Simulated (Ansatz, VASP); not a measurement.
## Two plane-wave programs on BeAg

The input INCAR:

```
SYSTEM = BeAg
PREC = Accurate
ENCUT = 600
EDIFF = 1E-6
ISMEAR = 0
SIGMA = 0.1
LREAL = .False.
LASPH = .True.
NELM = 60
ALGO = Normal
ISIF = 3
LWAVE = .False.
LCHARG = .False.
GGA = PE
IBRION = 2
NSW = 90
EDIFFG = -0.04
```

File KPOINTS:

```
Automatic mesh
0
Gamma
  6 6 6
  0 0 0
```

Contents of POSCAR:

```
BeAg
1.0
    0.0000000000      2.4745641246      2.4745641246
    2.4745641246      0.0000000000      2.4745641246
    2.4745641246      2.4745641246      0.0000000000
Be Ag
1 1
Direct
    0.0000000000      0.0000000000      0.0000000000
    0.7500000000      0.7500000000      0.7500000000
```

Input for Ansatz:

```yaml
crystal:
  lattice:
    - [0.0, 2.4745641246, 2.4745641246]
    - [2.4745641246, 0.0, 2.4745641246]
    - [2.4745641246, 2.4745641246, 0.0]
  atoms:
    - { symbol: Be, position: [0.0, 0.0, 0.0] }
    - { symbol: Ag, position: [0.75, 0.75, 0.75] }
basis:
  ecutwfc: 420
kpoints:
  mp_grid: { grid: [6, 6, 6] }
hamiltonian:
  xc: pbe
scf:
  occupations: { method: gaussian, width: 0.1 }
  lower_state_search: "off"
output:
  forces: true
  stress: true
  eigenvalues: true
relax:
  adjacent_minimum: "off"
  f_tol: 0.04
  max_steps: 70
  cell: { stress_tol: 0.4 }
```

Alike in both runs: task relaxation of cell and atoms; functional PBE; k mesh 6 × 6 × 6; occupations gaussian, width 0.1 eV; no spin polarisation.

|  | VASP | Ansatz |
| --- | --- | --- |
| version | VASP 6.6.1 | Ansatz 0.2.0 |
| potentials or method | VASP PAW PBE potentials, release 64 (Be, Ag), cutoff 600 eV | scalar-relativistic, plane waves, PAW |
| valence electrons in the cell | 13 | 21 |

Ansatz gave:

| Item | Value |
| --- | --- |
| gap on the k mesh at the Fermi level, each at its own relaxed structure (eV) | none |
| relaxed volume (Å³/atom) | 18.66 |
| relaxed length of the cell vector where the two differ most in proportion (Å) | 3.751 |

Estimate VASP's values.

gap on the k mesh at the Fermi level, each at its own relaxed structure (eV): none; relaxed volume (Å³/atom): 18.79; relaxed length of the cell vector where the two differ most in proportion (Å): 3.760.

A gap of «none» marks a metal or a gap that the smearing closes. VASP's potentials hold 13 valence electrons a cell and Ansatz's 21, so a difference there can come from the potentials and not from the codes.

The k mesh is coarse, so the values compare programs but aren't converged. Noted on VASP's run: the volume moved by over 15 % at a fixed basis, so the end points are rough.
